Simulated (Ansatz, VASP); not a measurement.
## TePt in VASP and in Ansatz

The input INCAR:

```
ALGO = Normal
EDIFF = 1E-7
ENCUT = 520
GGA = PS
ISIF = 2
ISMEAR = 0
LASPH = True
LCHARG = False
LREAL = False
LWAVE = False
NBANDS = 24
NELM = 100
PREC = Accurate
SIGMA = 0.15
```

The input KPOINTS:

```
k-points
0
Gamma
  12 12 10
```

File POSCAR:

```
TePt
1.0
    4.4398797966      0.0000000000      0.0000000000
   -2.2199398983      3.8450486937      0.0000000000
    0.0000000000      0.0000000000      5.2281600000
Te Pt
2 2
Direct
    0.3333333333      0.6666666667      0.2500000000
    0.6666666667      0.3333333333      0.7500000000
    0.0000000000      0.0000000000      0.0000000000
    0.0000000000      0.0000000000      0.5000000000
```

Input for Ansatz:

```yaml
crystal:
  lattice:
    - [4.4398797966, 0.0, 0.0]
    - [-2.2199398983, 3.8450486937, 0.0]
    - [0.0, 0.0, 5.22816]
  atoms:
    - { symbol: Te, position: [0.3333333333, 0.6666666667, 0.25] }
    - { symbol: Te, position: [0.6666666667, 0.3333333333, 0.75] }
    - { symbol: Pt, position: [0.0, 0.0, 0.0] }
    - { symbol: Pt, position: [0.0, 0.0, 0.5] }
basis:
  ecutwfc: 420
kpoints:
  mp_grid: { grid: [12, 12, 10] }
hamiltonian:
  xc: pbesol
scf:
  occupations: { method: gaussian, width: 0.15 }
output:
  forces: true
  stress: true
  eigenvalues: true
```

Change from the starting cell: strain +0.080 along x and y, -0.040 along z, atoms carried along.

Alike in both runs: task single point; functional PBEsol; k mesh 12 × 12 × 10; occupations gaussian, width 0.15 eV; no spin polarisation.

|  | VASP | Ansatz |
| --- | --- | --- |
| version | VASP 6.6.1 | Ansatz 0.2.0 |
| potentials or method | VASP PAW PBE potentials, release 64 (Te, Pt), cutoff 520 eV | scalar-relativistic, plane waves, PAW |
| valence electrons in the cell | 32 | 68 |

|  | VASP | Ansatz | Ansatz less VASP |
| --- | --- | --- | --- |
| gap on the k mesh at the Fermi level (eV) | none | none | - |
| pressure (GPa) | -3.4 | -3.3 | +0.15 |
| traceless stress, the component that is largest in VASP (GPa) | 10.43 | 10.45 | +0.015 |

VASP's potentials were made for PBE, not for PBEsol. A gap of «none» marks a metal or a gap that the smearing closes. VASP's potentials hold 32 valence electrons a cell and Ansatz's 68, so a difference there can come from the potentials and not from the codes.

Spin-orbit coupling is off throughout.
